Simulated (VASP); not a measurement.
Here is a VASP 6.6.1 calculation.

File INCAR:

```
PREC     = Accurate       # precision mode
ENCUT    = 520            # plane-wave cutoff, eV
EDIFF    = 1E-7           # SCF threshold, eV
ISMEAR   = 0              # smearing method
SIGMA    = 0.15           # smearing width, eV
LREAL    = F              # projectors in reciprocal space
LASPH    = T              # aspherical terms in the spheres
NELM     = 80             # most SCF steps
ALGO     = Normal         # electronic algorithm
ISIF     = 2              # what is computed and relaxed
LWAVE    = F              # write WAVECAR
LCHARG   = F              # write CHGCAR
GGA      = PS             # functional
NBANDS   = 12             # bands
```

Contents of KPOINTS:

```
Automatic mesh
0
Gamma
  20 20 20
```

POSCAR

```
Au
1.0
    0.0000000000      2.0455000000      1.8818600000
    2.0455000000      0.0000000000      1.8818600000
    2.0455000000      2.0455000000      0.0000000000
Au
1
Direct
    0.0000000000      0.0000000000      0.0000000000
```

Potentials or basis: VASP PAW PBE potentials, release 64 (Au).

Run with:

```sh
$ cat potpaw_PBE.64/Au/POTCAR > POTCAR
$ mpirun -np 1 vasp_std > vasp.out
```

(1) What does it give for the band gap on the k mesh?

(2) Estimate the pressure.

## Answers

(1) zero (an odd number of electrons rules out a gap without spin polarisation).

(2) 16.7 GPa.

Caveat: the cell differs from its parent crystal (strain +0.000 along x and y, -0.080 along z); the cell stands under pressure; the PAW data sets were made with another functional, which shifts forces and pressure a little; spin-orbit coupling is left out, which moves the levels of the heavy elements.
